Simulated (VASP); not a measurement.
# Tl (P6_3/mmc) in VASP: further runs

Tl is run at these levels: PBE; tasks: single point.

Program: VASP 6.6.1. These are calculated values, not measurements. Logs are shortened: lines on timing, memory, paths and dates and some standing lists are left out, and cuts for length are marked.

## 1. The cell of the first run

It takes space group P6_3/mmc (No. 194, hexagonal). The conventional cell has a = 3.456 Å, b = 3.456 Å, c = 5.525 Å, α = 90.00°, β = 90.00°, γ = 120.00°. Tl (site symmetry -6m2) has 12 Tl at 3.41 to 3.46 Å within 4.5 Å.

## 2. Single point, PBE

INCAR

```
SYSTEM = Tl
PREC = Accurate ; ENCUT = 520
EDIFF = 1E-6 ; ISMEAR = 0
SIGMA = 0.05 ; LREAL = .False.
LASPH = .True. ; NELM = 100
ALGO = Normal ; ISIF = 2
LWAVE = .False. ; LCHARG = .False.
GGA = PE ; NBANDS = 20
```

KPOINTS

```
regular mesh
0
Gamma
  11 11 6
  0 0 0
```

POSCAR

```
Tl
1.0
    3.4559983565      0.0000000000      0.0000000000
   -1.7279991783      2.9929823722      0.0000000000
    0.0000000000      0.0000000000      5.5250000000
Tl
2
Direct
    0.3333333333      0.6666666667      0.2500000000
    0.6666666667      0.3333333333      0.7500000000
```

Potentials or basis: VASP PAW PBE potentials, release 64 (Tl_d).

Command:

```sh
cat potpaw_PBE.64/Tl_d/POTCAR > POTCAR
mpirun -np 1 vasp_std > vasp.out
```

OUTCAR:

```text
SYSTEM = Tl
   PREC = Accurate
   ENCUT = 520
   EDIFF = 1E-6
   ISMEAR = 0
   LREAL = .False.
   LASPH = .True.
   NELM = 100
   ISIF = 2
   GGA = PE

 ion  position               nearest neighbor table
   1  0.333  0.667  0.250-   2 3.41   2 3.41   2 3.41   2 3.41   2 3.41   2 3.41
   2  0.667  0.333  0.750-   1 3.41   1 3.41   1 3.41   1 3.41   1 3.41   1 3.41

  LATTYP: Found a hexagonal cell.
 ALAT       =     3.4559983565
 C/A-ratio  =     1.5986697417

  Lattice vectors:

 A1 = (   3.4559983565,   0.0000000000,   0.0000000000)
 A2 = (  -1.7279991783,   2.9929823722,   0.0000000000)
 A3 = (   0.0000000000,   0.0000000000,   5.5250000000)

Analysis of symmetry for initial positions (statically):
=====================================================================
 Subroutine PRICEL returns:
 Original cell was already a primitive cell.

 Routine SETGRP: Setting up the symmetry group for a
 hexagonal supercell.

 Subroutine GETGRP returns: Found 24 space group operations
 (whereof 12 operations were pure point group operations)
 out of a pool of 24 trial point group operations.

The static configuration has the point symmetry D_3d.
 The point group associated with its full space group is D_6h.

Analysis of symmetry for dynamics (positions and initial velocities):
=====================================================================
 Subroutine PRICEL returns:
 Original cell was already a primitive cell.

 Routine SETGRP: Setting up the symmetry group for a
 hexagonal supercell.

 Subroutine GETGRP returns: Found 24 space group operations
 (whereof 12 operations were pure point group operations)
 out of a pool of 24 trial point group operations.

The dynamic configuration has the point symmetry D_3d.
 The point group associated with its full space group is D_6h.

 Subroutine INISYM returns: Found 24 space group operations
 (whereof 12 operations are pure point group operations),
 and found     1 'primitive' translations

----------------------------------------------------------------------------------------

                                     Primitive cell

  volume of cell :      57.1492

  direct lattice vectors                    reciprocal lattice vectors
     3.455998356  0.000000000  0.000000000     0.289351989  0.167057449  0.000000000
    -1.727999178  2.992982372  0.000000000     0.000000000  0.334114898  0.000000000
     0.000000000  0.000000000  5.525000000     0.000000000  0.000000000  0.180995475

  length of vectors
     3.455998356  3.455998357  5.525000000     0.334114898  0.334114898  0.180995475

  position of ions in fractional coordinates (direct lattice)
     0.333333333  0.666666667  0.250000000
     0.666666667  0.333333333  0.750000000

  ion indices of the primitive-cell ions
   primitive index   ion index
                 1           1
                 2           2

----------------------------------------------------------------------------------------

 KPOINTS: regular mesh

Automatic generation of k-mesh.
 Grid dimensions read from file:
 generate k-points for:   11   11    6

 Generating k-lattice:

  Cartesian coordinates                     Fractional coordinates (reciprocal lattice)
     0.026304726  0.015187041  0.000000000     0.090909091  0.000000000  0.000000000
     0.000000000  0.030374082  0.000000000     0.000000000  0.090909091  0.000000000
     0.000000000  0.000000000  0.030165913     0.000000000  0.000000000  0.166666667

  Length of vectors
     0.030374082  0.030374082  0.030165913

  Shift w.r.t. Gamma in fractional coordinates (k-lattice)
     0.000000000  0.000000000  0.000000000

 Subroutine IBZKPT returns following result:
 ===========================================

 Found     64 irreducible k-points:

 Following reciprocal coordinates:
            Coordinates               Weight
  0.000000  0.000000  0.000000      1.000000
  0.090909  0.000000  0.000000      6.000000
  0.181818  0.000000  0.000000      6.000000
  0.272727  0.000000  0.000000      6.000000
  0.363636  0.000000  0.000000      6.000000
  0.454545  0.000000  0.000000      6.000000
[... 16 lines left out ...]
  0.090909  0.090909  0.166667     12.000000
  0.181818  0.090909  0.166667     24.000000
 [... further k-points ...]
   k-points           NKPTS =     64   k-points in BZ     NKDIM =     64   number of bands    NBANDS=     20
   number of dos      NEDOS =    301   number of ions     NIONS =      2
   total plane-waves  NPLWV =  32928
   dimension x,y,z NGX =    28 NGY =   28 NGZ =   42
   dimension x,y,z NGXF=    56 NGYF=   56 NGZF=   84
   ions per type =               2
   NGX,Y,Z   is equivalent  to a cutoff of  13.47, 13.47, 12.64 a.u.
   NGXF,Y,Z  is equivalent  to a cutoff of  26.94, 26.94, 25.28 a.u.
 SYSTEM =  Tl
   PREC   = accura    normal or accurate (medium, high low for compatibility)
   ISTART =      0    job   : 0-new  1-cont  2-samecut
   ICHARG =      2    charge: 1-file 2-atom 10-const
   ISPIN  =      1    spin polarized calculation?
   LNONCOLLINEAR =      F non collinear calculations
   LSORBIT =      F    spin-orbit coupling
   LASPH  =      T    aspherical Exc in radial PAW
   ENCUT  =  520.0 eV  38.22 Ry    6.18 a.u.   6.43  6.43 10.27*2*pi/ulx,y,z
   NELM   =    100;   NELMIN=  2; NELMDL= -5     # of ELM steps
   EDIFF  = 0.1E-05   stopping-criterion for ELM
   LREAL  =      F    real-space projection
   EDIFFG = 0.1E-04   stopping-criterion for IOM
   NSW    =      0    number of steps for IOM
   IBRION =     -1    ionic relax: 0-MD 1-quasi-New 2-CG
   NFREE  =      0    steps in history (QN), initial steepest desc. (CG)
   ISIF   =      2    stress and relaxation
   ISYM   =      2    0-nonsym 1-usesym 2-fastsym
   POTIM  = 0.5000    time-step for ionic-motion
   TEBEG  =    0.0;   TEEND  =   0.0 temperature during run
   PSTRESS=    0.0 pullay stress
   NELECT =      26.0000    total number of electrons
   NUPDOWN=      -1.0000    fix difference up-down
   EMIN   =  10.00;   EMAX   =-10.00  energy-range for DOS
   EFERMI =   0.00;   METHOD = LEGACY
   ISMEAR =     0;   SIGMA  =   0.05  broadening in eV -4-tet -1-fermi 0-gaus
   EFERMI_NEDOS =   21; number of points for ismear=-14 and -15
   IALGO  =     38    algorithm
   IMIX   =      4    mixing-type and parameters
     AMIX     =   0.40;   BMIX     =  1.00
     AMIX_MAG =   1.60;   BMIX_MAG =  1.00
  volume/ion in A,a.u.               =      28.57       192.83
  Fermi-wavevector in a.u.,A,eV,Ry     =   1.259107  2.379367 21.570001  1.585350
  Thomas-Fermi vector in A             =   2.392683
   LORBIT       =      0    0 simple, 1 ext, 2 COOP (PROOUT), +10 PAW based schemes
   GGA     = PE    functional components
   LHFCALC =     F    Hartree Fock is set to
   AEXX    =    0.0000 exact exchange contribution
   IVDW    =     0    specifies the selected vdW correction
   LEPSILON=     F    determine dielectric tensor
   LRPA    =     F    only Hartree local field effects (RPA)
 non-spin polarized calculation
 Gauss-broadening in eV      SIGMA  =   0.05
  energy-cutoff  :      520.00
  volume of cell :       57.15
 maximum number of plane-waves:      1566
 NGX is ok and might be reduce to    28
   NGX = 13   NGY = 13   NGZ = 21

 number of electron      26.0000004 magnetization

 Free energy of the ion-electron system (eV)
  ---------------------------------------------------
  ext. energy  EPLUGINS =         0.00000000
  ---------------------------------------------------
  free energy    TOTEN  =        -4.40609079 eV

  energy without entropy =       -4.40404362  energy(sigma->0) =       -4.40506721

 E-fermi :   6.5499     XC(G=0): -10.1948

 val. band max:        6.5345581037   @ k =   0.4545   0.0909   0.1667
 cond. band min:       6.5642563250   @ k =   0.2727   0.1818   0.5000
 fundamental gap:      0.0296982213
 Fermi energy:         6.5499018421

 k-point     1 :       0.0000    0.0000    0.0000
  band No.  band energies     occupation
      1      -5.2284      2.00000
      2      -4.9992      2.00000
      3      -4.9812      2.00000
      4      -4.9812      2.00000
      5      -4.9277      2.00000
      6      -4.9277      2.00000
[... 12 lines left out ...]
     19      17.4112      0.00000
     20      17.5059      0.00000

 k-point     2 :       0.0909    0.0000    0.0000
  band No.  band energies     occupation
      1      -5.2016      2.00000
      2      -5.0326      2.00000
      3      -4.9461      2.00000
      4      -4.9420      2.00000
      5      -4.9274      2.00000
      6      -4.8949      2.00000
[... 12 lines left out ...]
     19      17.4652      0.00000
     20      18.1488      0.00000

 k-point     3 :       0.1818    0.0000    0.0000
  band No.  band energies     occupation
      1      -5.1859      2.00000
      2      -5.0365      2.00000
      3      -4.9483      2.00000
      4      -4.9450      2.00000
      5      -4.9194      2.00000
      6      -4.8545      2.00000
[... 12 lines left out ...]
     19      16.8562      0.00000
     20      18.2945      0.00000

 k-point     4 :       0.2727    0.0000    0.0000
  band No.  band energies     occupation
      1      -5.2428      2.00000
      2      -5.0423      2.00000
      3      -5.0379      2.00000
      4      -4.9670      2.00000
      5      -4.9062      2.00000
      6      -4.7464      2.00000
[... 12 lines left out ...]
     19      16.0426      0.00000
     20      17.3857      0.00000

 k-point     5 :       0.3636    0.0000    0.0000
  band No.  band energies     occupation
      1      -5.3066      2.00000
      2      -5.1314      2.00000
      3      -5.0860      2.00000
      4      -5.0073      2.00000
      5      -4.8383      2.00000
      6      -4.7764      2.00000
[... 12 lines left out ...]
     19      15.2869      0.00000
     20      16.7486      0.00000
[... 353 lines left out ...]
      6      -4.7854      2.00000
[... 12 lines left out ...]
     19      15.0918      0.00000
     20      16.3106      0.00000

 k-point    22 :       0.4545    0.0000    0.1667
  band No.  band energies     occupation
      1      -5.3238      2.00000
      2      -5.2403      2.00000
      3      -5.0871      2.00000
      4      -4.9969      2.00000
      5      -4.9083      2.00000
      6      -4.7493      2.00000
[... 12 lines left out ...]
     19      14.8820      0.00000
     20      16.0444      0.00000

 k-point    23 :       0.0909    0.0909    0.1667
  band No.  band energies     occupation
      1      -5.1527      2.00000
      2      -5.0559      2.00000
      3      -4.9863      2.00000
      4      -4.9451      2.00000
      5      -4.9315      2.00000
      6      -4.8737      2.00000
[... 12 lines left out ...]
     19      16.8793      0.00000
     20      17.6774      0.00000

 k-point    24 :       0.1818    0.0909    0.1667
  band No.  band energies     occupation
      1      -5.1667      2.00000
      2      -5.0653      2.00000
      3      -5.0155      2.00000
      4      -4.9507      2.00000
      5      -4.9288      2.00000
      6      -4.8027      2.00000
[... 12 lines left out ...]
     19      16.7106      0.00000
     20      17.5784      0.00000

 [... further k-points ...]

------------------------ aborting loop because EDIFF is reached ----------------------------------------

  FORCE on cell =-STRESS in cart. coord.  units (eV):
  Direction    XX          YY          ZZ          XY          YZ          ZX
  --------------------------------------------------------------------------------------
  -------------------------------------------------------------------------------------
  Total        1.0604057      1.0604057      1.2252943     -0.0000000     -0.0000000      0.0000000
  in kB       29.7284761     29.7284761     34.3511313     -0.0000000     -0.0000000      0.0000000
  external PRESSURE =      31.2693612 kB  Pullay stress =       0.0000000 kB

 VOLUME and BASIS-vectors are now :
 -----------------------------------------------------------------------------
  energy-cutoff  :      520.00
  volume of cell :       57.15
      direct lattice vectors                 reciprocal lattice vectors
     3.455998356  0.000000000  0.000000000     0.289351989  0.167057449  0.000000000
    -1.727999178  2.992982372  0.000000000     0.000000000  0.334114898  0.000000000
     0.000000000  0.000000000  5.525000000     0.000000000  0.000000000  0.180995475

 POSITION                                       TOTAL-FORCE (eV/Angst)
 -----------------------------------------------------------------------------------
     -0.00000      1.99532      1.38125        -0.000000     -0.000000      0.000000
      1.72800      0.99766      4.14375         0.000000      0.000000      0.000000
 -----------------------------------------------------------------------------------
    total drift:                                0.000000     -0.000000      0.000000

  FREE ENERGIE OF THE ION-ELECTRON SYSTEM (eV)
  ---------------------------------------------------
  free  energy   TOTEN  =        -4.4060907868 eV

  energy  without entropy=       -4.4040436249  energy(sigma->0) =       -4.40506721
```

It took 55 s on 1 thread of Intel Xeon Platinum 8259CL at 2.50GHz (Skylake/Cascade Lake), shared host; peak memory 0.2 GiB.

What came out:

```
Free energy            : -4.4061 eV
Pressure               : 3.1 GPa
Band gap on the k mesh : zero (bands 13 and 14 overlap by 5.65 eV)
```

Caveat: the cell stands under pressure; spin-orbit coupling is left out, which moves the levels of the heavy elements.

## 3. Single point, PBE

INCAR

```
ALGO     = Normal         # electronic algorithm
EDIFF    = 1E-6           # SCF threshold, eV
ENCUT    = 520            # plane-wave cutoff, eV
GGA      = PE             # functional
ISIF     = 2              # what is computed and relaxed
ISMEAR   = -1             # smearing method
LASPH    = True           # aspherical terms in the spheres
LCHARG   = False          # write CHGCAR
LREAL    = False          # projectors in reciprocal space
LWAVE    = False          # write WAVECAR
NBANDS   = 20             # bands
NELM     = 100            # most SCF steps
PREC     = Accurate       # precision mode
SIGMA    = 0.01           # smearing width, eV
```

KPOINTS

```
k-points
0
Gamma
  11 11 6
```

POSCAR is that of step 2.

Potentials or basis: VASP PAW PBE potentials, release 64 (Tl_d).

Command:

```sh
cat potpaw_PBE.64/Tl_d/POTCAR > POTCAR
mpirun -np 1 vasp_std > vasp.out
```

Run time: 63 s. Hardware: 1 thread of Intel Xeon Platinum 8259CL at 2.50GHz (Skylake/Cascade Lake), shared host; peak memory 0.2 GiB.

It converged, with:

- Free energy: -4.4053 eV
- Pressure: 3.1 GPa
- Band gap on the k mesh: zero (bands 13 and 14 overlap by 5.65 eV)

Stress tensor (GPa, compression positive):
```
2.89 0.00 0.00
0.00 2.89 0.00
0.00 0.00 3.57
```

Levels at points of the mesh, in eV from the Fermi level:
| k point | band 10 | band 11 | band 12 | band 13 | band 14 | band 15 | band 16 | band 17 |
| --- | --- | --- | --- | --- | --- | --- | --- | --- |
| (0.00, 0.00, 0.00) | -11.08 | -10.02 | -5.08 | -2.81 | 8.02 | 8.02 | 10.10 | 10.10 |
| (0.00, 0.00, 0.50) | -11.19 | -8.58 | -8.58 | 3.39 | 3.39 | 8.99 | 8.99 | 8.99 |

Caveat: the cell stands under pressure; spin-orbit coupling is left out, which moves the levels of the heavy elements.
